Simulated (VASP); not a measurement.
A run of VASP 6.6.1:

File INCAR:

```
ALGO     = Normal         # electronic algorithm
EDIFF    = 1E-8           # SCF threshold, eV
ENCUT    = 520            # plane-wave cutoff, eV
GGA      = PS             # functional
IBRION   = 8              # ionic algorithm
ISIF     = 2              # what is computed and relaxed
ISMEAR   = -1             # smearing method
LASPH    = T              # aspherical terms in the spheres
LCHARG   = F              # write CHGCAR
LREAL    = F              # projectors in reciprocal space
LWAVE    = F              # write WAVECAR
NBANDS   = 16             # bands
NELM     = 60             # most SCF steps
NSW      = 1              # ionic steps
PREC     = Accurate       # precision mode
SIGMA    = 0.15           # smearing width, eV
```

The input KPOINTS:

```
k-points
0
Gamma
  14 14 14
```

POSCAR

```
ZrS
1.0
    0.0000000000      2.5845856146      2.5845856146
    2.5845856146      0.0000000000      2.5845856146
    2.5845856146      2.5845856146      0.0000000000
Zr S
1 1
Direct
    0.0000000000      0.0000000000      0.0000000000
    0.5000000000      0.5000000000      0.5000000000
```

Potentials or basis: VASP PAW PBE potentials, release 64 (Zr_sv, S).

Command:

```console
$ cat potpaw_PBE.64/Zr_sv/POTCAR potpaw_PBE.64/S/POTCAR > POTCAR
$ mpirun -np 1 vasp_std > vasp.out
```

Hardware: 1 thread of Intel(R) Xeon(R) Platinum 8259CL CPU @ 2.50GHz (Skylake/Cascade Lake), with other jobs on the host.

Problem. Estimate the wall time of this run.

Solution. Wall time 10 min on 1 thread of Intel(R) Xeon(R) Platinum 8259CL CPU @ 2.50GHz (Skylake/Cascade Lake), on a shared host, peak memory 0.42 GiB. Counts: scf iterations 52, k points 104.
